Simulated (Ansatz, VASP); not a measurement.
# Two plane-wave programs on ZnCo

Contents of INCAR:

```
PREC = Accurate
ENCUT = 600
EDIFF = 1E-6
ISMEAR = -1
SIGMA = 0.1
LREAL = F
LASPH = T
NELM = 200
ALGO = Normal
ISIF = 2
LWAVE = F
LCHARG = F
ISPIN = 2
MAGMOM = 0 2
LORBIT = 11
LMAXMIX = 4
NBANDS = 26
GGA_COMPAT = F
```

KPOINTS

```
regular mesh
0
Gamma
  13 13 7
```

The input POSCAR:

```
ZnCo
1.0
    2.6072238118      0.0000000000      0.0000000000
   -1.3036119059      2.2579220543      0.0000000000
    0.0000000000      0.0000000000      4.1716830000
Zn Co
1 1
Direct
    0.6666666667      0.3333333333      0.0000000000
    0.0000000000      0.0000000000      0.5000000000
```

Input for Ansatz:

```yaml
crystal:
  lattice:
    - [2.6072238118, 0.0, 0.0]
    - [-1.3036119059, 2.2579220543, 0.0]
    - [0.0, 0.0, 4.171683]
  atoms:
    - { symbol: Zn, position: [0.6666666667, 0.3333333333, 0.0] }
    - { symbol: Co, position: [0.0, 0.0, 0.5], spin: 2.0 }
magnetization:
  spin_polarized: true
kpoints:
  mp_grid: { grid: [13, 13, 7] }
scf:
  occupations: { method: fermi_dirac, width: 0.1 }
  lower_state_search: "off"
hamiltonian:
  xc: lda
  pseudopotentials: { kind: paw }
output:
  forces: true
  stress: true
  eigenvalues: true
```

Alike in both runs: task single point; functional LDA; k mesh 13 × 13 × 7; occupations fermi-dirac, width 0.1 eV; collinear spin.

|  | VASP | Ansatz |
| --- | --- | --- |
| version | VASP 6.6.1 | Ansatz 0.2.0 |
| potentials or method | VASP PAW LDA potentials, release 64 (Zn, Co_sv) | PAW with Ansatz's default frozen-core files, scalar-relativistic |
| plane-wave cutoff (eV) | 600 | 420 |
| valence electrons in the cell | 29 | 29 |

Ansatz gave:

- pressure (GPa): -14.5
- traceless stress, the component that is largest in VASP (GPa): -0.43
- net moment per atom (μB): 0.60
- size of the moment on the site where the two differ most (μB): 1.28

Problem. Estimate VASP's values.

Solution. Pressure (GPa): -15.7; traceless stress, the component that is largest in VASP (GPa): -0.53; net moment per atom (μB): 0.57; size of the moment on the site where the two differ most (μB): 1.20.

LDA's correlation is that of Perdew and Zunger in VASP and of Perdew and Wang (1992) in Ansatz. Site moments also hang on the region over which each program counts them.
